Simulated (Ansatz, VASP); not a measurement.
Hf2SeS3 in VASP and in Ansatz

Contents of INCAR:

```
  PREC = Accurate
  ENCUT = 520
  EDIFF = 1E-6
  ISMEAR = 0
  SIGMA = 0.1
  LREAL = F
  LASPH = T
  NELM = 60
  ALGO = Normal
  ISIF = 2
  LWAVE = F
  LCHARG = F
  GGA = PE
  NBANDS = 31
```

KPOINTS

```
Automatic mesh
0
Gamma
  3 3 4
```

The input POSCAR:

```
Hf2SeS3
1.0
    6.2965872800      0.0000000000      0.0000000000
   -3.1482936400      5.4530045400      0.0000000000
    0.0000000000      0.0000000000      3.9400606900
Hf Se S
2 1 3
Direct
    0.3333333300      0.6666666700      0.0000000000
    0.6666666700      0.3333333300      0.0000000000
    0.0000000000      0.0000000000      0.0000000000
    0.5000000000      0.0000000000      0.5000000000
    0.5000000000      0.5000000000      0.5000000000
    0.0000000000      0.5000000000      0.5000000000
```

Input for Ansatz:

```yaml
crystal:
  lattice:
    - [6.29658728, 0.0, 0.0]
    - [-3.14829364, 5.45300454, 0.0]
    - [0.0, 0.0, 3.94006069]
  atoms:
    - { symbol: Hf, position: [0.33333333, 0.66666667, 0.0] }
    - { symbol: Hf, position: [0.66666667, 0.33333333, 0.0] }
    - { symbol: Se, position: [0.0, 0.0, 0.0] }
    - { symbol: S, position: [0.5, 0.0, 0.5] }
    - { symbol: S, position: [0.5, 0.5, 0.5] }
    - { symbol: S, position: [0.0, 0.5, 0.5] }
basis:
  ecutwfc: 420
kpoints:
  mp_grid: { grid: [3, 3, 4] }
hamiltonian:
  xc: pbe
scf:
  occupations: { method: gaussian, width: 0.1 }
  lower_state_search: "off"
output:
  forces: true
  stress: true
  eigenvalues: true
```

Change from the starting cell: species swapped into the ZrCo3B2 type (P6/mmm, No. 191).

Alike in both runs: task single point; functional PBE; k mesh 3 × 3 × 4; occupations gaussian, width 0.1 eV; no spin polarisation.

```csv
,VASP,Ansatz
version,VASP 6.6.1,Ansatz 0.2.0
potentials or method,"VASP PAW PBE potentials, release 64 (Hf_pv, Se, S), cutoff 520 eV","scalar-relativistic, plane waves, PAW"
valence electrons in the cell,44,86
```

VASP gave:

- gap on the k mesh at the Fermi level (eV): none
- pressure (GPa): -9.6
- traceless stress, the component that is largest in VASP (GPa): -14.26

Task: What did Ansatz give for the same quantities?

Result: gap on the k mesh at the Fermi level (eV): none; pressure (GPa): -9.0; traceless stress, the component that is largest in VASP (GPa): -14.05.

A gap of «none» marks a metal or a gap that the smearing closes. With one functional, cell and mesh, what is left measures potentials, basis and numerics. VASP's potentials hold 44 valence electrons a cell and Ansatz's 86, so a difference there can come from the potentials and not from the codes.

The k mesh is coarse, so the values compare programs but aren't converged. Neither program's run includes spin-orbit coupling.
